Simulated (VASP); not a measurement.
Here is a VASP 6.6.1 calculation.

The input INCAR:

```
  PREC = Accurate
  ENCUT = 520
  EDIFF = 1E-6
  ISMEAR = 0
  SIGMA = 0.1
  LREAL = F
  LASPH = T
  NELM = 100
  ALGO = Fast
  ISIF = 2
  LWAVE = F
  LCHARG = F
  GGA = PE
  NBANDS = 24
```

KPOINTS

```
Automatic mesh
0
Gamma
  12 12 6
```

File POSCAR:

```
Sr2Ru
1.0
    3.8679733662      0.0000000000      0.0000000000
   -1.9339866831      3.3497631962      0.0000000000
    0.0000000000      0.0000000000      7.9518439060
Sr Ru
2 1
Direct
    0.3333333333      0.6666666667      0.2487399862
    0.6666666667      0.3333333333      0.7512600138
    0.0000000000      0.0000000000      0.0000000000
```

Potentials or basis: VASP PAW PBE potentials, release 64 (Sr_sv, Ru_pv).

Command:

```bash
$ cat potpaw_PBE.64/Sr_sv/POTCAR potpaw_PBE.64/Ru_pv/POTCAR > POTCAR
$ mpirun -np 1 vasp_std > vasp.out
```

Problem. Predict the pressure.

Solution. 0.2 GPa.

Problem. What does it give for the largest force?

Solution. 0.043 eV/Å.

Problem. Estimate the band gap on the k mesh.

Solution. Zero (bands 17 and 18 overlap by 1.57 eV).

Forces on the atoms (eV/Å):
```
Sr   0.000  0.000  0.043
Sr   0.000  0.000 -0.043
Ru   0.000  0.000  0.000
```
